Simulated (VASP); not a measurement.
# TaRu (P4/mmm) in VASP: further runs, part 3 of 3

VASP 6.6.1. The steps go on from the part before.

## (4) Electric field gradients, LDA (zz strain of -1 %)

INCAR

```
SYSTEM = TaRu
ALGO     = Normal         ! electronic algorithm
EDIFF    = 1E-8           ! SCF threshold, eV
ENCUT    = 520            ! plane-wave cutoff, eV
GGA      = CA             ! functional
ISIF     = 2              ! what is computed and relaxed
ISMEAR   = -1             ! smearing method
LASPH    = .TRUE.         ! aspherical terms in the spheres
LCHARG   = .FALSE.        ! write CHGCAR
LEFG     = .TRUE.       
LREAL    = .FALSE.        ! projectors in reciprocal space
LWAVE    = .FALSE.        ! write WAVECAR
NBANDS   = 20             ! bands
NELM     = 100            ! most SCF steps
PREC     = Accurate       ! precision mode
SIGMA    = 0.05           ! smearing width, eV
```

KPOINTS

```
k-points
0
G
  11 11 10
  0 0 0
```

POSCAR

```
TaRu
1.0
    3.0530000000      0.0000000000      0.0000000000
    0.0000000000      3.0530000000      0.0000000000
    0.0000000000      0.0000000000      3.3551100000
Ta Ru
1 1
Direct
    0.5000000000      0.5000000000      0.5000000000
    0.0000000000      0.0000000000      0.0000000000
```

Potentials or basis: VASP PAW LDA potentials, release 64 (Ta_pv, Ru_pv).

Command:

```bash
$ cat potpaw_LDA.64/Ta_pv/POTCAR potpaw_LDA.64/Ru_pv/POTCAR > POTCAR
$ mpirun -np 1 vasp_std > vasp.out
```

OUTCAR:

```text
SYSTEM = TaRu
   EDIFF = 1E-8
   ENCUT = 520
   GGA = CA
   ISIF = 2
   ISMEAR = -1
   LASPH = .TRUE.
   LREAL = .FALSE.
   NELM = 100
   PREC = Accurate

 ion  position               nearest neighbor table
   1  0.500  0.500  0.500-   2 2.73   2 2.73   2 2.73   2 2.73   2 2.73   2 2.73   2 2.73   2 2.73

   2  0.000  0.000  0.000-   1 2.73   1 2.73   1 2.73   1 2.73   1 2.73   1 2.73   1 2.73   1 2.73

  LATTYP: Found a simple tetragonal cell.
 ALAT       =     3.0530000000
 C/A-ratio  =     1.0989551261

  Lattice vectors:

 A1 = (   3.0530000000,   0.0000000000,   0.0000000000)
 A2 = (   0.0000000000,   3.0530000000,   0.0000000000)
 A3 = (   0.0000000000,   0.0000000000,   3.3551100000)

Analysis of symmetry for initial positions (statically):
=====================================================================
 Subroutine PRICEL returns:
 Original cell was already a primitive cell.

 Routine SETGRP: Setting up the symmetry group for a
 simple tetragonal supercell.

 Subroutine GETGRP returns: Found 16 space group operations
 (whereof 16 operations were pure point group operations)
 out of a pool of 16 trial point group operations.

The static configuration has the point symmetry D_4h.

Analysis of symmetry for dynamics (positions and initial velocities):
=====================================================================
 Subroutine PRICEL returns:
 Original cell was already a primitive cell.

 Routine SETGRP: Setting up the symmetry group for a
 simple tetragonal supercell.

 Subroutine GETGRP returns: Found 16 space group operations
 (whereof 16 operations were pure point group operations)
 out of a pool of 16 trial point group operations.

The dynamic configuration has the point symmetry D_4h.

 Subroutine INISYM returns: Found 16 space group operations
 (whereof 16 operations are pure point group operations),
 and found     1 'primitive' translations

----------------------------------------------------------------------------------------

                                     Primitive cell

  volume of cell :      31.2723

  direct lattice vectors                    reciprocal lattice vectors
     3.053000000  0.000000000  0.000000000     0.327546675  0.000000000  0.000000000
     0.000000000  3.053000000  0.000000000     0.000000000  0.327546675  0.000000000
     0.000000000  0.000000000  3.355110000     0.000000000  0.000000000  0.298052821

  length of vectors
     3.053000000  3.053000000  3.355110000     0.327546675  0.327546675  0.298052821

  position of ions in fractional coordinates (direct lattice)
     0.500000000  0.500000000  0.500000000
     0.000000000  0.000000000  0.000000000

  ion indices of the primitive-cell ions
   primitive index   ion index
                 1           1
                 2           2

----------------------------------------------------------------------------------------

 KPOINTS: k-points

Automatic generation of k-mesh.
[... 71 lines left out ...]
   NFREE  =      0    steps in history (QN), initial steepest desc. (CG)
   ISIF   =      2    stress and relaxation
   ISYM   =      2    0-nonsym 1-usesym 2-fastsym
   POTIM  = 0.5000    time-step for ionic-motion
   TEBEG  =    0.0;   TEEND  =   0.0 temperature during run
   PSTRESS=    0.0 pullay stress
   NELECT =      25.0000    total number of electrons
   NUPDOWN=      -1.0000    fix difference up-down
   EMIN   =  10.00;   EMAX   =-10.00  energy-range for DOS
   EFERMI =   0.00;   METHOD = LEGACY
   ISMEAR =    -1;   SIGMA  =   0.05  broadening in eV -4-tet -1-fermi 0-gaus
   EFERMI_NEDOS =   21; number of points for ismear=-14 and -15
   IALGO  =     38    algorithm
   IMIX   =      4    mixing-type and parameters
     AMIX     =   0.40;   BMIX     =  1.00
     AMIX_MAG =   1.60;   BMIX_MAG =  1.00
  volume/ion in A,a.u.               =      15.64       105.52
  Fermi-wavevector in a.u.,A,eV,Ry     =   1.519386  2.871223 31.409498  2.308533
  Thomas-Fermi vector in A             =   2.628379
   LORBIT       =      0    0 simple, 1 ext, 2 COOP (PROOUT), +10 PAW based schemes
   GGA     = CA    functional components
   LHFCALC =     F    Hartree Fock is set to
   AEXX    =    0.0000 exact exchange contribution
   IVDW    =     0    specifies the selected vdW correction
   LEPSILON=     F    determine dielectric tensor
   LRPA    =     F    only Hartree local field effects (RPA)
 non-spin polarized calculation
  energy-cutoff  :      520.00
  volume of cell :       31.27
 maximum number of plane-waves:       860
 NGX is ok and might be reduce to    24
   NGX = 11   NGY = 11   NGZ = 13

 number of electron      25.0000006 magnetization

 Free energy of the ion-electron system (eV)
  ---------------------------------------------------
  ext. energy  EPLUGINS =         0.00000000
  ---------------------------------------------------
  free energy    TOTEN  =       -24.04993703 eV

  energy without entropy =      -24.03024872  energy(sigma->0) =      -24.04009288

 E-fermi :   9.3906     XC(G=0): -13.5426

 val. band max:        9.3889088644   @ k =   0.4545   0.1818   0.4000
 cond. band min:       9.4106927540   @ k =   0.2727   0.1818   0.4000
 fundamental gap:      0.0217838896
 Fermi energy:         9.3906258510

 k-point     1 :       0.0000    0.0000    0.0000
  band No.  band energies     occupation
      1     -33.4135      2.00000
      2     -33.3700      2.00000
      3     -33.3700      2.00000
      4     -25.2856      2.00000
      5     -25.1574      2.00000
      6     -25.1574      2.00000
[... 541 lines left out ...]
     19      18.7171      0.00000
     20      19.5448      0.00000

 [... further k-points ...]

------------------------ aborting loop because EDIFF is reached ----------------------------------------

  FORCE on cell =-STRESS in cart. coord.  units (eV):
  Direction    XX          YY          ZZ          XY          YZ          ZX
  --------------------------------------------------------------------------------------
  -------------------------------------------------------------------------------------
  Total       -1.5240531     -1.5240531     -1.1401753      0.0000000      0.0000000      0.0000000
  in kB      -78.0818871    -78.0818871    -58.4146598      0.0000000      0.0000000      0.0000000
  external PRESSURE =     -71.5261447 kB  Pullay stress =       0.0000000 kB

 VOLUME and BASIS-vectors are now :
 -----------------------------------------------------------------------------
  energy-cutoff  :      520.00
  volume of cell :       31.27
      direct lattice vectors                 reciprocal lattice vectors
     3.053000000  0.000000000  0.000000000     0.327546675  0.000000000  0.000000000
     0.000000000  3.053000000  0.000000000     0.000000000  0.327546675  0.000000000
     0.000000000  0.000000000  3.355110000     0.000000000  0.000000000  0.298052821

 POSITION                                       TOTAL-FORCE (eV/Angst)
 -----------------------------------------------------------------------------------
      1.52650      1.52650      1.67755         0.000000      0.000000      0.000000
      0.00000      0.00000      0.00000         0.000000      0.000000      0.000000
 -----------------------------------------------------------------------------------
    total drift:                                0.000000      0.000000     -0.000000

  FREE ENERGIE OF THE ION-ELECTRON SYSTEM (eV)
  ---------------------------------------------------
  free  energy   TOTEN  =       -24.0499370341 eV

  energy  without entropy=      -24.0302487172  energy(sigma->0) =      -24.04009288

 Electric field gradients (V/A^2)
---------------------------------------------------------------------
 ion       V_xx      V_yy      V_zz      V_xy      V_xz      V_yz
---------------------------------------------------------------------
   1      -4.873    -4.873     9.746    -0.000     0.000    -0.000
   2     -12.627   -12.627    25.255    -0.000    -0.000     0.000
---------------------------------------------------------------------

 Electric field gradients after diagonalization (V/A^2)
 (convention: |V_zz| > |V_xx| > |V_yy|)
----------------------------------------------------------------------
 ion       V_xx      V_yy      V_zz     asymmetry (V_yy - V_xx)/ V_zz
----------------------------------------------------------------------
   1      -4.873    -4.873     9.746       0.000
   2     -12.627   -12.627    25.255       0.000
----------------------------------------------------------------------

           NMR quadrupolar parameters

 Cq : quadrupolar parameter    Cq=e*Q*V_zz/h
 eta: asymmetry parameters     (V_yy - V_xx)/ V_zz
 Q  : nuclear electric quadrupole moment in mb (millibarn)
----------------------------------------------------------------------
 ion       Cq(MHz)       eta       Q (mb)
----------------------------------------------------------------------
   1       0.024       0.000       1.000
   2       0.061       0.000       1.000
----------------------------------------------------------------------
```

Run time: 90 s. Hardware: 1 thread of Intel Xeon Platinum 8259CL at 2.50GHz (Skylake/Cascade Lake), shared host; peak memory 0.19 GiB.

What came out:

* Free energy: -24.0499 eV
* Pressure: -7.2 GPa

Electric field gradients, principal values (V/Å²):
```tsv
atom	least	middle	greatest (by size)
1 Ta	-4.873	-4.873	9.746
2 Ru	-12.627	-12.627	25.255
```

Caveat: the cell differs from its parent crystal (zz strain of -1 %); without QUAD_EFG the Cq values of the log hold for a quadrupole moment of 1 mb, not for the nuclei; spin-orbit coupling is left out, which moves the levels of the heavy elements.

## (5) Electric field gradients, LDA (volume scaled by 0.94)

INCAR

```
PREC = Accurate
ENCUT = 520
EDIFF = 1E-8
ISMEAR = -1
SIGMA = 0.05
LREAL = False
LASPH = True
NELM = 60
ALGO = Normal
ISIF = 2
LWAVE = False
LCHARG = False
LEFG = True
NBANDS = 20
```

KPOINTS

```
regular mesh
0
Gamma
  11 11 10
```

POSCAR

```
TaRu
1.0
    2.9906763899      0.0000000000      0.0000000000
    0.0000000000      2.9906763899      0.0000000000
    0.0000000000      0.0000000000      3.3198173224
Ta Ru
1 1
Direct
    0.5000000000      0.5000000000      0.5000000000
    0.0000000000      0.0000000000      0.0000000000
```

Potentials or basis: VASP PAW LDA potentials, release 64 (Ta_pv, Ru_pv).

Command:

```bash
$ cat potpaw_LDA.64/Ta_pv/POTCAR potpaw_LDA.64/Ru_pv/POTCAR > POTCAR
$ mpirun -np 1 vasp_std > vasp.out
```

OUTCAR:

```text
PREC = Accurate
   ENCUT = 520
   EDIFF = 1E-8
   ISMEAR = -1
   LREAL = False
   LASPH = True
   NELM = 60
   ISIF = 2

 ion  position               nearest neighbor table
   1  0.500  0.500  0.500-   2 2.69   2 2.69   2 2.69   2 2.69   2 2.69   2 2.69   2 2.69   2 2.69

   2  0.000  0.000  0.000-   1 2.69   1 2.69   1 2.69   1 2.69   1 2.69   1 2.69   1 2.69   1 2.69

  LATTYP: Found a simple tetragonal cell.
 ALAT       =     2.9906763899
 C/A-ratio  =     1.1100556829

  Lattice vectors:

 A1 = (   2.9906763899,   0.0000000000,   0.0000000000)
 A2 = (   0.0000000000,   2.9906763899,   0.0000000000)
 A3 = (   0.0000000000,   0.0000000000,   3.3198173224)

Analysis of symmetry for initial positions (statically):
=====================================================================
 Subroutine PRICEL returns:
 Original cell was already a primitive cell.

 Routine SETGRP: Setting up the symmetry group for a
 simple tetragonal supercell.

[... 742 lines left out ...]
     2.990676390  0.000000000  0.000000000     0.334372520  0.000000000  0.000000000
     0.000000000  2.990676390  0.000000000     0.000000000  0.334372520  0.000000000
     0.000000000  0.000000000  3.319817322     0.000000000  0.000000000  0.301221393

 POSITION                                       TOTAL-FORCE (eV/Angst)
 -----------------------------------------------------------------------------------
      1.49534      1.49534      1.65991         0.000000      0.000000      0.000000
      0.00000      0.00000      0.00000         0.000000      0.000000      0.000000
 -----------------------------------------------------------------------------------
    total drift:                                0.000000      0.000000     -0.000000

  FREE ENERGIE OF THE ION-ELECTRON SYSTEM (eV)
  ---------------------------------------------------
  free  energy   TOTEN  =       -24.0503408895 eV

  energy  without entropy=      -24.0313823108  energy(sigma->0) =      -24.04086160

 Electric field gradients (V/A^2)
---------------------------------------------------------------------
 ion       V_xx      V_yy      V_zz      V_xy      V_xz      V_yz
---------------------------------------------------------------------
   1      -4.225    -4.225     8.450    -0.000     0.000    -0.000
   2     -19.150   -19.150    38.299    -0.000    -0.000     0.000
---------------------------------------------------------------------

 Electric field gradients after diagonalization (V/A^2)
 (convention: |V_zz| > |V_xx| > |V_yy|)
----------------------------------------------------------------------
 ion       V_xx      V_yy      V_zz     asymmetry (V_yy - V_xx)/ V_zz
----------------------------------------------------------------------
   1      -4.225    -4.225     8.450       0.000
   2     -19.150   -19.150    38.299       0.000
----------------------------------------------------------------------

           NMR quadrupolar parameters

 Cq : quadrupolar parameter    Cq=e*Q*V_zz/h
 eta: asymmetry parameters     (V_yy - V_xx)/ V_zz
 Q  : nuclear electric quadrupole moment in mb (millibarn)
----------------------------------------------------------------------
 ion       Cq(MHz)       eta       Q (mb)
----------------------------------------------------------------------
   1       0.020       0.000       1.000
   2       0.093       0.000       1.000
----------------------------------------------------------------------
```

Wall time 86 s (1 thread of AMD EPYC 7R43 (Zen 3), shared host); peak memory 0.15 GiB.

Results:

* Free energy: -24.0503 eV
* Pressure: 7.8 GPa

Stress tensor (GPa, compression positive):
```
7.76 0.00 0.00
0.00 7.76 0.00
0.00 0.00 7.97
```

Levels at points of the mesh, in eV from the Fermi level:
```tsv
k point	band 10	band 11	band 12	band 13	band 14	band 15	band 16	band 17
(0.00, 0.00, 0.00)	-2.56	-2.56	-1.61	0.44	1.91	4.66	4.81	4.81
(0.00, 0.00, 0.50)	-2.82	-1.92	-1.92	-0.86	0.16	0.80	0.80	3.21
```

Electric field gradients, principal values (V/Å²):
```
atom    least   middle  greatest (by size)
1 Ta   -4.225   -4.225               8.450
2 Ru  -19.150  -19.150              38.299
```

Caveat: without QUAD_EFG the Cq values of the log hold for a quadrupole moment of 1 mb, not for the nuclei; spin-orbit coupling is left out, which moves the levels of the heavy elements.

## (6) Summary

```csv
cell,gap on the mesh (eV),pressure (GPa)
"a = 3.053, b = 3.053, c = 3.321 Å, 2 atoms",none,-4.6
"a = 3.053, b = 3.053, c = 3.355 Å, 2 atoms",none,-7.2
"a = 2.991, b = 2.991, c = 3.320 Å, 2 atoms",none,7.8
```

Alike in all rows: task electric field gradients; level LDA; potentials or basis VASP PAW LDA potentials, release 64 (Ta_pv, Ru_pv); no spin polarisation; k mesh 11 × 11 × 10; cutoff (eV) 520; smearing fermi-dirac 0.05 eV.

Caveats: spin-orbit coupling is left out, which moves the levels of the heavy elements.

Absolute energies hang on the potentials; compare differences alone.
